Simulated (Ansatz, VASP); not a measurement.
# One calculation of Si2W, two programs

File INCAR:

```
SYSTEM = Si2W
ALGO = Normal
EDIFF = 1E-6
ENCUT = 520
GGA = PE
ISIF = 2
ISMEAR = 0
LASPH = .True.
LCHARG = .False.
LREAL = .False.
LWAVE = .False.
NBANDS = 43
NELM = 60
PREC = Accurate
SIGMA = 0.03
```

Contents of KPOINTS:

```
k-points
0
Gamma
  9 9 6
  0 0 0
```

File POSCAR:

```
Si2W
1.0
    4.6646658316      0.0000000000      0.0000000000
   -2.3323329158      4.0397191103      0.0000000000
    0.0000000000      0.0000000000      6.5044100356
Si W
6 3
Direct
    0.8238313095      0.6476626189      0.5000000000
    0.1761686905      0.8238313095      0.8333333333
    0.6476626189      0.8238313095      0.1666666667
    0.1761686905      0.3523373811      0.5000000000
    0.8238313095      0.1761686905      0.8333333333
    0.3523373811      0.1761686905      0.1666666667
    0.0000000000      0.5000000000      0.1666666667
    0.5000000000      0.5000000000      0.8333333333
    0.5000000000      0.0000000000      0.5000000000
```

Input for Ansatz:

```yaml
crystal:
  lattice:
    - [4.6646658316, 0.0, 0.0]
    - [-2.3323329158, 4.0397191103, 0.0]
    - [0.0, 0.0, 6.5044100356]
  atoms:
    - { symbol: Si, position: [0.8238313095, 0.6476626189, 0.5] }
    - { symbol: Si, position: [0.1761686905, 0.8238313095, 0.8333333333] }
    - { symbol: Si, position: [0.6476626189, 0.8238313095, 0.1666666667] }
    - { symbol: Si, position: [0.1761686905, 0.3523373811, 0.5] }
    - { symbol: Si, position: [0.8238313095, 0.1761686905, 0.8333333333] }
    - { symbol: Si, position: [0.3523373811, 0.1761686905, 0.1666666667] }
    - { symbol: W, position: [0.0, 0.5, 0.1666666667] }
    - { symbol: W, position: [0.5, 0.5, 0.8333333333] }
    - { symbol: W, position: [0.5, 0.0, 0.5] }
basis:
  ecutwfc: 420
kpoints:
  mp_grid: { grid: [9, 9, 6] }
hamiltonian:
  xc: pbe
  pseudopotentials: { kind: paw, azcp: { folder: soft_1 } }
scf:
  occupations: { method: gaussian, width: 0.03 }
output:
  forces: true
  stress: true
  eigenvalues: true
  write_density: true
  write_potential: true
  elf: true
  volumetric_format: npy
```

Alike in both runs: task single point; functional PBE; k mesh 9 × 9 × 6; occupations gaussian, width 0.03 eV; no spin polarisation.

|  | VASP | Ansatz |
| --- | --- | --- |
| version | VASP 6.6.1 | Ansatz 0.2.0 |
| potentials or method | VASP PAW PBE potentials, release 64 (Si, W_sv), cutoff 520 eV | scalar-relativistic, plane waves, PAW |
| valence electrons in the cell | 66 | 66 |

VASP gave:

```
gap on the k mesh at the Fermi level (eV)                     : 0.22
least direct gap on the mesh (eV)                             : 0.53
pressure (GPa)                                                : 2.8
traceless stress, the component that is largest in VASP (GPa) : 6.32
rms of the force components (eV/Å)                            : 0.707
```

**Question.** What did Ansatz give for the same quantities?

**Answer.** gap on the k mesh at the Fermi level (eV): 0.22; least direct gap on the mesh (eV): 0.53; pressure (GPa): 2.8; traceless stress, the component that is largest in VASP (GPa): 6.31; rms of the force components (eV/Å): 0.706.

Atom by atom the forces differ by 0.001 eV/Å (rms over components).

Spin-orbit coupling is off throughout.
